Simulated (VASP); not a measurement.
A run of VASP 6.6.1:

Contents of INCAR:

```
SYSTEM = Li2H
PREC = Accurate
ENCUT = 600
EDIFF = 1E-7
ISMEAR = 0
SIGMA = 0.1
LREAL = .FALSE.
LASPH = .TRUE.
NELM = 60
ALGO = Normal
ISIF = 3
LWAVE = .FALSE.
LCHARG = .FALSE.
GGA = PE
IBRION = 2
NSW = 90
EDIFFG = -0.04
```

File KPOINTS:

```
regular mesh
0
G
  6 6 4
  0 0 0
```

The input POSCAR:

```
Li2H
1.0
    3.1939784800      0.0000000000      0.0000000000
    0.0000000000      3.1939784800      0.0000000000
    0.0000000000      0.0000000000      5.3201900300
Li H
4 2
Direct
    0.0000000000      0.0000000000      0.0000000000
    0.5000000000      0.5000000000      0.0000000000
    0.5000000000      0.0000000000      0.6700000200
    0.0000000000      0.5000000000      0.3299999800
    0.5000000000      0.0000000000      0.2649999900
    0.0000000000      0.5000000000      0.7350000100
```

Potentials or basis: VASP PAW PBE potentials, release 64 (Li_sv, H).

Run with:

```bash
$ cat potpaw_PBE.64/Li_sv/POTCAR potpaw_PBE.64/H/POTCAR > POTCAR
$ mpirun -np 1 vasp_std > vasp.out
```

Hardware: 1 thread of Intel(R) Xeon(R) 6975P-C (Granite Rapids), on a shared host.

Task: Estimate the wall time of this run.

Result: It took 2.2 min on 1 thread of Intel(R) Xeon(R) 6975P-C (Granite Rapids), with other jobs on the host, peak memory 0.18 GiB. Counts: scf iterations 141, k points 30, ion steps 16.
